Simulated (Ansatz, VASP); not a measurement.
K in VASP and in Ansatz

INCAR

```
SYSTEM = K
PREC     = Accurate       ! precision mode
ENCUT    = 520            ! plane-wave cutoff, eV
EDIFF    = 1E-7           ! SCF threshold, eV
ISMEAR   = -1             ! smearing method
SIGMA    = 0.1            ! smearing width, eV
LREAL    = .FALSE.        ! projectors in reciprocal space
LASPH    = .TRUE.         ! aspherical terms in the spheres
NELM     = 80             ! most SCF steps
ALGO     = Normal         ! electronic algorithm
ISIF     = 2              ! what is computed and relaxed
LWAVE    = .FALSE.        ! write WAVECAR
LCHARG   = .FALSE.        ! write CHGCAR
GGA      = PE             ! functional
NBANDS   = 16             ! bands
```

File KPOINTS:

```
Automatic mesh
0
G
  13 13 7
  0 0 0
```

Contents of POSCAR:

```
K
1.0
    4.5200251356      0.0000000000      0.0000000000
   -2.2600125678      3.9144565932      0.0000000000
    0.0000000000      0.0000000000      7.3697187070
K
2
Direct
    0.3333333333      0.6666666667      0.2500000000
    0.6666666667      0.3333333333      0.7500000000
```

Input for Ansatz:

```yaml
crystal:
  lattice:
    - [4.5200251356, 0.0, 0.0]
    - [-2.2600125678, 3.9144565932, 0.0]
    - [0.0, 0.0, 7.369718707]
  atoms:
    - { symbol: K, position: [0.3333333333, 0.6666666667, 0.25] }
    - { symbol: K, position: [0.6666666667, 0.3333333333, 0.75] }
hamiltonian:
  xc: pbe
  pseudopotentials:
    kind: paw
    azcp:
      K: "pseudopotentials/K.paw.azcp"
basis:
  ecutwfc: 420
  fft_grid_basis: typed
kpoints:
  mp_grid: { grid: [13, 13, 7], shift: [0, 0, 0] }
magnetization:
  spin_polarized: false
scf:
  occupations: { method: fermi_dirac, width: 0.1 }
output:
  stress: true
```

Alike in both runs: task single point; functional PBE; k mesh 13 × 13 × 7; occupations fermi-dirac, width 0.1 eV; no spin polarisation.

|  | VASP | Ansatz |
| --- | --- | --- |
| version | VASP 6.6.1 | Ansatz 0.2.0 |
| potentials or method | VASP PAW PBE potentials, release 64 (K_sv), cutoff 520 eV | plane waves (420 eV) with PAW, scalar-relativistic |
| valence electrons in the cell | 18 | 18 |

|  | VASP | Ansatz | Ansatz less VASP |
| --- | --- | --- | --- |
| pressure (GPa) | 0.6 | 0.6 | +0.01 |

The functional is the same, so the differences come from potentials, cutoffs and numerics.
